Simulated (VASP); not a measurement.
# TaN (Fmm2) in VASP: further runs, part 2 of 3

VASP 6.6.1.

### Step 4. Single point, LDA (atoms displaced along a vibrational mode, the cell strained)

INCAR reads:

```
PREC     = Accurate       # precision mode
ENCUT    = 520            # plane-wave cutoff, eV
EDIFF    = 1E-7           # SCF threshold, eV
ISMEAR   = 0              # smearing method
SIGMA    = 0.15           # smearing width, eV
LREAL    = False          # projectors in reciprocal space
LASPH    = True           # aspherical terms in the spheres
NELM     = 60             # most SCF steps
ALGO     = Normal         # electronic algorithm
ISIF     = 2              # what is computed and relaxed
LWAVE    = False          # write WAVECAR
LCHARG   = True           # write CHGCAR
LELF     = True           # ELF
LVHAR    = True         
NBANDS   = 15             # bands
```

KPOINTS reads:

```
Automatic mesh
0
Gamma
  18 18 18
```

POSCAR reads:

```
TaN
1.0
    0.0000000000      2.2323223663      2.1742693740
    2.2323223663      0.0000000000      2.1742693740
    2.2323223663      2.2323223663      0.0000000000
Ta N
1 1
Direct
    0.4978193580      0.5021806420      0.5021806420
    0.0281703825     -0.0281703825     -0.0281703825
```

Potentials or basis: VASP PAW LDA potentials, release 64 (Ta_pv, N).

Run with:

```bash
$ cat potpaw_LDA.64/Ta_pv/POTCAR potpaw_LDA.64/N/POTCAR > POTCAR
$ mpirun -np 1 vasp_std > vasp.out
```

OUTCAR:

```text
PREC = Accurate
   ENCUT = 520
   EDIFF = 1E-7
   ISMEAR = 0
   LREAL = False
   LASPH = True
   NELM = 60
   ISIF = 2

 ion  position               nearest neighbor table
   1  0.498  0.502  0.502-   2 2.10   2 2.18   2 2.18   2 2.24   2 2.24   2 2.37
   2  0.028  0.972  0.972-   1 2.10   1 2.18   1 2.18   1 2.24   1 2.24   1 2.37

  LATTYP: Found a body centered tetragonal cell.
 ALAT       =     3.1569805660
 C/A-ratio  =     1.3774360206

  Lattice vectors:

 A1 = (   0.0000000000,  -2.2323223663,  -2.1742693740)
 A2 = (   0.0000000000,   2.2323223663,  -2.1742693740)
 A3 = (   2.2323223663,   0.0000000000,   2.1742693740)

Analysis of symmetry for initial positions (statically):
=====================================================================
 Subroutine PRICEL returns:
 Original cell was already a primitive cell.

 Routine SETGRP: Setting up the symmetry group for a
 body centered tetragonal supercell.

 Subroutine GETGRP returns: Found  4 space group operations
 (whereof  4 operations were pure point group operations)
 out of a pool of 16 trial point group operations.

The static configuration has the point symmetry C_2v.

Analysis of symmetry for dynamics (positions and initial velocities):
=====================================================================
 Subroutine PRICEL returns:
 Original cell was already a primitive cell.

 Routine SETGRP: Setting up the symmetry group for a
 body centered tetragonal supercell.

 Subroutine GETGRP returns: Found  4 space group operations
 (whereof  4 operations were pure point group operations)
 out of a pool of 16 trial point group operations.

The dynamic configuration has the point symmetry C_2v.

 Subroutine INISYM returns: Found  4 space group operations
 (whereof  4 operations are pure point group operations),
 and found     1 'primitive' translations

----------------------------------------------------------------------------------------

                                     Primitive cell

[... 114 lines left out ...]
   LORBIT       =      0    0 simple, 1 ext, 2 COOP (PROOUT), +10 PAW based schemes
   GGA     = CA    functional components
   LHFCALC =     F    Hartree Fock is set to
   AEXX    =    0.0000 exact exchange contribution
   IVDW    =     0    specifies the selected vdW correction
   LEPSILON=     F    determine dielectric tensor
   LRPA    =     F    only Hartree local field effects (RPA)
 non-spin polarized calculation
 Gauss-broadening in eV      SIGMA  =   0.15
  energy-cutoff  :      520.00
  volume of cell :       21.67
 maximum number of plane-waves:       596
   NGX = 11   NGY = 11   NGZ = 11

 number of electron      16.0000001 magnetization

 Free energy of the ion-electron system (eV)
  ---------------------------------------------------
  ext. energy  EPLUGINS =         0.00000000
  ---------------------------------------------------
  free energy    TOTEN  =       -24.03472945 eV

  energy without entropy =      -24.02502515  energy(sigma->0) =      -24.02987730

 E-fermi :   9.1341     XC(G=0): -13.5503

 val. band max:        9.1336460094   @ k =  -0.3333   0.1667   0.0556
 cond. band min:       9.1393648071   @ k =   0.0000   0.0000   0.0000
 fundamental gap:      0.0057187977
 Fermi energy:         9.1341072422

 k-point     1 :       0.0000    0.0000    0.0000
  band No.  band energies     occupation
      1     -26.4027      2.00000
      2     -26.3893      2.00000
      3     -26.3753      2.00000
      4      -9.2784      2.00000
      5       5.0327      2.00000
      6       5.0516      2.00000
      7       5.0645      2.00000
      8       7.0217      2.00000
      9       7.5496      2.00000
     10       7.7208      2.00000
     11       9.1394      0.96047
     12       9.6165      0.00001
     13      10.8691      0.00000
     14      18.6116      0.00000
[... 401 lines left out ...]
      2     -26.4420      2.00000
      3     -26.4308      2.00000
      4      -8.0531      2.00000
      5       1.6373      2.00000
      6       2.9323      2.00000
      7       3.3665      2.00000
      8       8.0284      2.00000
      9       8.5516      2.00000
     10       9.2622      0.22718
     11      12.4889      0.00000
     12      13.3618      0.00000
     13      13.4900      0.00000
     14      20.5745      0.00000
     15      21.5352      0.00000

 [... further k-points ...]
[... 5 lines left out ...]
  --------------------------------------------------------------------------------------
  -------------------------------------------------------------------------------------
  Total       -1.6475213     -2.7670351     -0.7784318      0.0000000      0.0000000      0.0000000
  in kB     -121.8104221   -204.5823119    -57.5537974      0.0000000      0.0000000      0.0000000
  external PRESSURE =    -127.9821771 kB  Pullay stress =       0.0000000 kB

 VOLUME and BASIS-vectors are now :
 -----------------------------------------------------------------------------
  energy-cutoff  :      520.00
  volume of cell :       21.67
      direct lattice vectors                 reciprocal lattice vectors
     0.000000000  2.232322366  2.174269374    -0.223981987  0.223981987  0.229962306
     2.232322366  0.000000000  2.174269374     0.223981987 -0.223981987  0.229962306
     2.232322366  2.232322366  0.000000000     0.223981987  0.223981987 -0.229962306

 POSITION                                       TOTAL-FORCE (eV/Angst)
 -----------------------------------------------------------------------------------
      2.24206      2.23232      2.17427        -0.839272      0.000000      0.000000
      4.33887      2.23232      2.17427         0.839272      0.000000      0.000000
 -----------------------------------------------------------------------------------
    total drift:                               -0.000122      0.000000     -0.000000

  FREE ENERGIE OF THE ION-ELECTRON SYSTEM (eV)
  ---------------------------------------------------
  free  energy   TOTEN  =       -24.0347294500 eV

  energy  without entropy=      -24.0250251519  energy(sigma->0) =      -24.02987730
```

OSZICAR:

```text
N       E                     dE             d eps       ncg     rms          rms(c)
DAV:   1     0.860166146488E+02    0.86017E+02   -0.85994E+03 25981   0.111E+03
DAV:   2    -0.245042898340E+02   -0.11052E+03   -0.10431E+03 32089   0.294E+02
DAV:   3    -0.270513510158E+02   -0.25471E+01   -0.25313E+01 28834   0.414E+01
DAV:   4    -0.270606992062E+02   -0.93482E-02   -0.93419E-02 34117   0.274E+00
DAV:   5    -0.270607692981E+02   -0.70092E-04   -0.70090E-04 29242   0.208E-01    0.235E+01
DAV:   6    -0.241980298368E+02    0.28627E+01   -0.59521E+00 29377   0.261E+01    0.981E+00
DAV:   7    -0.240781233357E+02    0.11991E+00   -0.46789E-01 31571   0.546E+00    0.669E+00
DAV:   8    -0.240397519503E+02    0.38371E-01   -0.17279E-01 28316   0.330E+00    0.122E+00
DAV:   9    -0.240349501544E+02    0.48018E-02   -0.14229E-02 28862   0.940E-01    0.273E-01
DAV:  10    -0.240347573037E+02    0.19285E-03   -0.74211E-04 30528   0.297E-01    0.705E-02
DAV:  11    -0.240347297359E+02    0.27568E-04   -0.61106E-05 28841   0.835E-02    0.144E-02
DAV:  12    -0.240347294840E+02    0.25189E-06   -0.36695E-06 29646   0.177E-02    0.296E-03
DAV:  13    -0.240347294500E+02    0.33985E-07   -0.12510E-07 22225   0.326E-03
   1 F= -.24034729E+02 E0= -.24029877E+02  d E =-.970430E-02
```

stdout:

```text
POSCAR found type information on POSCAR TaN
 POSCAR found :  2 types and       2 ions
 scaLAPACK will be used
 LDA part: xc-table for (Slater(with rela. corr.)+CA(PZ))
 , standard interpolation
 POSCAR, INCAR and KPOINTS ok, starting setup
 FFT: planning ... GRIDC
 FFT: planning ... GRID_SOFT
 FFT: planning ... GRID
 WAVECAR not read
 entering main loop
```

Run time: 3.8 min. Hardware: 1 thread of Intel Xeon Platinum 8175M at 2.50GHz (Skylake/Cascade Lake), shared host; peak memory 0.37 GiB.

Results:

```
Free energy            : -24.0347 eV
Pressure               : -12.8 GPa
Largest force          : 0.839 eV/Å
Band gap on the k mesh : zero (bands 8 and 9 overlap by 3.40 eV)
```

Forces on the atoms (eV/Å):
```
Ta  -0.839  0.000  0.000
N    0.839  0.000  0.000
```

Levels at points of the mesh, in eV from the Fermi level:
| k point | band 5 | band 6 | band 7 | band 8 | band 9 | band 10 | band 11 | band 12 |
| --- | --- | --- | --- | --- | --- | --- | --- | --- |
| (0.00, 0.00, 0.00) | -4.10 | -4.08 | -4.07 | -2.11 | -1.58 | -1.41 | 0.01 | 0.48 |
| (0.50, 0.00, 0.00) | -10.11 | -7.38 | -7.35 | 1.74 | 1.91 | 1.99 | 3.80 | 7.04 |
| (0.50, 0.50, 0.00) | -6.29 | -6.01 | -4.64 | -3.82 | 2.19 | 3.47 | 3.48 | 4.37 |
| (0.50, 0.00, 0.50) | -6.56 | -5.96 | -4.58 | -3.63 | 2.14 | 3.30 | 3.64 | 4.40 |
| (0.00, 0.50, 0.50) | -6.50 | -5.27 | -4.50 | -4.40 | 2.01 | 3.30 | 3.62 | 4.20 |

Caveat: the cell differs from its parent crystal (atoms displaced along a vibrational mode, the cell strained); the cell stands under tension; spin-orbit coupling is left out, which moves the levels of the heavy elements.

### Step 5. Single point, LDA (atoms displaced along a vibrational mode, the cell strained)

INCAR reads:

```
PREC = Accurate
ENCUT = 520
EDIFF = 1E-7
ISMEAR = 0
SIGMA = 0.15
LREAL = F
LASPH = T
NELM = 60
ALGO = Normal
ISIF = 2
LWAVE = F
LCHARG = F
NBANDS = 15
```

KPOINTS is that of step 4.

POSCAR reads:

```
TaN
1.0
    0.0000000000      2.2323223663      2.1742693740
    2.2323223663      0.0000000000      2.1742693740
    2.2323223663      2.2323223663      0.0000000000
Ta N
1 1
Direct
    0.4956387160      0.5043612840      0.5043612840
    0.0563407651     -0.0563407651     -0.0563407651
```

Potentials or basis: VASP PAW LDA potentials, release 64 (Ta_pv, N).

Run with:

```bash
$ cat potpaw_LDA.64/Ta_pv/POTCAR potpaw_LDA.64/N/POTCAR > POTCAR
$ mpirun -np 1 vasp_std > vasp.out
```

OUTCAR:

```text
PREC = Accurate
   ENCUT = 520
   EDIFF = 1E-7
   ISMEAR = 0
   LREAL = F
   LASPH = T
   NELM = 60
   ISIF = 2

 ion  position               nearest neighbor table
   1  0.496  0.504  0.504-   2 1.96   2 2.19   2 2.19   2 2.25   2 2.25   2 2.50
   2  0.056  0.944  0.944-   1 1.96   1 2.19   1 2.19   1 2.25   1 2.25   1 2.50

  LATTYP: Found a body centered tetragonal cell.
 ALAT       =     3.1569805660
 C/A-ratio  =     1.3774360206

  Lattice vectors:

 A1 = (   0.0000000000,  -2.2323223663,  -2.1742693740)
 A2 = (   0.0000000000,   2.2323223663,  -2.1742693740)
 A3 = (   2.2323223663,   0.0000000000,   2.1742693740)

Analysis of symmetry for initial positions (statically):
=====================================================================
 Subroutine PRICEL returns:
 Original cell was already a primitive cell.

 Routine SETGRP: Setting up the symmetry group for a
 body centered tetragonal supercell.

 Subroutine GETGRP returns: Found  4 space group operations
 (whereof  4 operations were pure point group operations)
 out of a pool of 16 trial point group operations.

The static configuration has the point symmetry C_2v.

Analysis of symmetry for dynamics (positions and initial velocities):
=====================================================================
 Subroutine PRICEL returns:
 Original cell was already a primitive cell.

 Routine SETGRP: Setting up the symmetry group for a
 body centered tetragonal supercell.

 Subroutine GETGRP returns: Found  4 space group operations
 (whereof  4 operations were pure point group operations)
 out of a pool of 16 trial point group operations.

The dynamic configuration has the point symmetry C_2v.

 Subroutine INISYM returns: Found  4 space group operations
 (whereof  4 operations are pure point group operations),
 and found     1 'primitive' translations

[... 116 lines left out ...]
  Fermi-wavevector in a.u.,A,eV,Ry     =   1.479662  2.796155 29.788579  2.189399
  Thomas-Fermi vector in A             =   2.593792
   LORBIT       =      0    0 simple, 1 ext, 2 COOP (PROOUT), +10 PAW based schemes
   GGA     = CA    functional components
   LHFCALC =     F    Hartree Fock is set to
   AEXX    =    0.0000 exact exchange contribution
   IVDW    =     0    specifies the selected vdW correction
   LEPSILON=     F    determine dielectric tensor
   LRPA    =     F    only Hartree local field effects (RPA)
 non-spin polarized calculation
 Gauss-broadening in eV      SIGMA  =   0.15
  energy-cutoff  :      520.00
  volume of cell :       21.67
 maximum number of plane-waves:       596
   NGX = 11   NGY = 11   NGZ = 11

 number of electron      16.0000000 magnetization

 Free energy of the ion-electron system (eV)
  ---------------------------------------------------
  ext. energy  EPLUGINS =         0.00000000
  ---------------------------------------------------
  free energy    TOTEN  =       -23.82515402 eV

  energy without entropy =      -23.81515799  energy(sigma->0) =      -23.82015600

 E-fermi :   9.0439     XC(G=0): -13.5290

 val. band max:        9.0333761815   @ k =   0.2222   0.0556   0.1111
 cond. band min:       9.0470802134   @ k =  -0.2778   0.2222   0.0000
 fundamental gap:      0.0137040320
 Fermi energy:         9.0439353155

 k-point     1 :       0.0000    0.0000    0.0000
  band No.  band energies     occupation
      1     -26.4003      2.00000
      2     -26.3044      2.00000
      3     -26.2905      2.00000
      4      -9.2882      2.00000
      5       4.2124      2.00000
      6       4.2283      2.00000
      7       4.3517      2.00000
      8       7.0919      2.00000
      9       8.5476      2.00000
     10       8.5769      1.99999
     11       9.2047      0.12957
     12      10.6532      0.00000
     13      10.9479      0.00000
     14      18.4583      0.00000
[... 401 lines left out ...]
      2     -26.3942      2.00000
      3     -26.3542      2.00000
      4      -8.0767      2.00000
      5       1.3604      2.00000
      6       2.8930      2.00000
      7       3.2304      2.00000
      8       7.8281      2.00000
      9       8.8988      1.82886
     10       9.1446      0.34245
     11      12.7141      0.00000
     12      13.3321      0.00000
     13      14.1926      0.00000
     14      20.6746      0.00000
     15      21.4533      0.00000

 [... further k-points ...]
[... 5 lines left out ...]
  --------------------------------------------------------------------------------------
  -------------------------------------------------------------------------------------
  Total        1.6944838     -2.6130879     -0.8197268      0.0000000      0.0000000      0.0000000
  in kB      125.2826250   -193.2001432    -60.6069688      0.0000000      0.0000000      0.0000000
  external PRESSURE =     -42.8414957 kB  Pullay stress =       0.0000000 kB

 VOLUME and BASIS-vectors are now :
 -----------------------------------------------------------------------------
  energy-cutoff  :      520.00
  volume of cell :       21.67
      direct lattice vectors                 reciprocal lattice vectors
     0.000000000  2.232322366  2.174269374    -0.223981987  0.223981987  0.229962306
     2.232322366  0.000000000  2.174269374     0.223981987 -0.223981987  0.229962306
     2.232322366  2.232322366  0.000000000     0.223981987  0.223981987 -0.229962306

 POSITION                                       TOTAL-FORCE (eV/Angst)
 -----------------------------------------------------------------------------------
      2.25179      2.23232      2.17427        -2.421744      0.000000      0.000000
      4.21310      2.23232      2.17427         2.421744      0.000000      0.000000
 -----------------------------------------------------------------------------------
    total drift:                               -0.000208     -0.000001     -0.000000

  FREE ENERGIE OF THE ION-ELECTRON SYSTEM (eV)
  ---------------------------------------------------
  free  energy   TOTEN  =       -23.8251540210 eV

  energy  without entropy=      -23.8151579856  energy(sigma->0) =      -23.82015600
```

OSZICAR:

```text
N       E                     dE             d eps       ncg     rms          rms(c)
DAV:   1     0.851663206133E+02    0.85166E+02   -0.84003E+03 26013   0.109E+03
DAV:   2    -0.243818196902E+02   -0.10955E+03   -0.10349E+03 32075   0.294E+02
DAV:   3    -0.268564042064E+02   -0.24746E+01   -0.24618E+01 28575   0.414E+01
DAV:   4    -0.268652010915E+02   -0.87969E-02   -0.87928E-02 34581   0.272E+00
DAV:   5    -0.268652667988E+02   -0.65707E-04   -0.65705E-04 28870   0.207E-01    0.248E+01
DAV:   6    -0.239854235938E+02    0.28798E+01   -0.60810E+00 29590   0.265E+01    0.103E+01
DAV:   7    -0.238675870816E+02    0.11784E+00   -0.46571E-01 31109   0.557E+00    0.702E+00
DAV:   8    -0.238297003663E+02    0.37887E-01   -0.15627E-01 28890   0.315E+00    0.113E+00
DAV:   9    -0.238253432604E+02    0.43571E-02   -0.11928E-02 28764   0.859E-01    0.235E-01
DAV:  10    -0.238251780808E+02    0.16518E-03   -0.73322E-04 30353   0.301E-01    0.578E-02
DAV:  11    -0.238251542172E+02    0.23864E-04   -0.57867E-05 29219   0.822E-02    0.138E-02
DAV:  12    -0.238251540623E+02    0.15489E-06   -0.38785E-06 29744   0.183E-02    0.295E-03
DAV:  13    -0.238251540210E+02    0.41279E-07   -0.12201E-07 23049   0.333E-03
   1 F= -.23825154E+02 E0= -.23820156E+02  d E =-.999604E-02
```

stdout:

```text
POSCAR found type information on POSCAR TaN
 POSCAR found :  2 types and       2 ions
 scaLAPACK will be used
 LDA part: xc-table for (Slater(with rela. corr.)+CA(PZ))
 , standard interpolation
 POSCAR, INCAR and KPOINTS ok, starting setup
 FFT: planning ... GRIDC
 FFT: planning ... GRID_SOFT
 FFT: planning ... GRID
 WAVECAR not read
 entering main loop
```

Run time: 3.9 min. Hardware: 1 thread of Intel Xeon Platinum 8175M at 2.50GHz (Skylake/Cascade Lake), shared host; peak memory 0.37 GiB.

Results:

```
Free energy            : -23.8252 eV
Pressure               : -4.3 GPa
Largest force          : 2.422 eV/Å
Band gap on the k mesh : zero (bands 8 and 9 overlap by 2.92 eV)
```

Forces in eV/Å, atoms in the order of the input:
```
Ta  -2.422  0.000  0.000
N    2.422  0.000  0.000
```

Caveat: the cell differs from its parent crystal (atoms displaced along a vibrational mode, the cell strained); the cell stands under tension; spin-orbit coupling is left out, which moves the levels of the heavy elements; forces of over 1 eV/Å act on the atoms, so gaps and moduli don't describe the material at rest.

(Part 2 of 3 ends here.)
